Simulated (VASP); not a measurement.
A run of VASP 6.6.1:

Contents of POSCAR:

```
Tl
1.0
   -1.8961139409      1.8961139409      1.8961139409
    1.8961139409     -1.8961139409      1.8961139409
    1.8961139409      1.8961139409     -1.8961139409
Tl
1
Direct
    0.0000000000      0.0000000000      0.0000000000
```

INCAR.step1

```
SYSTEM = Tl
PREC = Accurate ; ENCUT = 520
EDIFF = 1E-6 ; ISMEAR = -1
SIGMA = 0.1 ; LREAL = .False.
LASPH = .True. ; NELM = 60
ALGO = Normal ; ISIF = 2
LWAVE = .False. ; LCHARG = .True.
NBANDS = 12
```

Contents of KPOINTS.step1:

```
Automatic mesh
0
Gamma
  14 14 14
  0 0 0
```

The input INCAR.step2:

```
SYSTEM = Tl
PREC = Accurate ; ENCUT = 520
EDIFF = 1E-6 ; ISMEAR = -5
SIGMA = 0.1 ; LREAL = .False.
LASPH = .True. ; NELM = 60
ALGO = Normal ; ISIF = 2
LWAVE = .False. ; LCHARG = .False.
LORBIT = 11 ; NBANDS = 12
NEDOS = 2001 ; ICHARG = 11
```

KPOINTS.step2

```
Automatic mesh
0
Gamma
  21 21 21
  0 0 0
```

Potentials or basis: VASP PAW LDA potentials, release 64 (Tl_d).

Command:

```sh
$ cat potpaw_LDA.64/Tl_d/POTCAR > POTCAR
$ cp INCAR.step1 INCAR
$ cp KPOINTS.step1 KPOINTS
$ mpirun -np 1 vasp_std > vasp.out
$ cp INCAR.step2 INCAR
$ cp KPOINTS.step2 KPOINTS
$ mpirun -np 1 vasp_std > vasp.out
```

Hardware: 1 thread of Intel(R) Xeon(R) Platinum 8488C (Sapphire Rapids), with other jobs on the host.

Q: How long does it take, and how much memory?

A: It took 27 s on 1 thread of Intel(R) Xeon(R) Platinum 8488C (Sapphire Rapids), on a shared host, peak memory 0.22 GiB. Counts: k points 286.
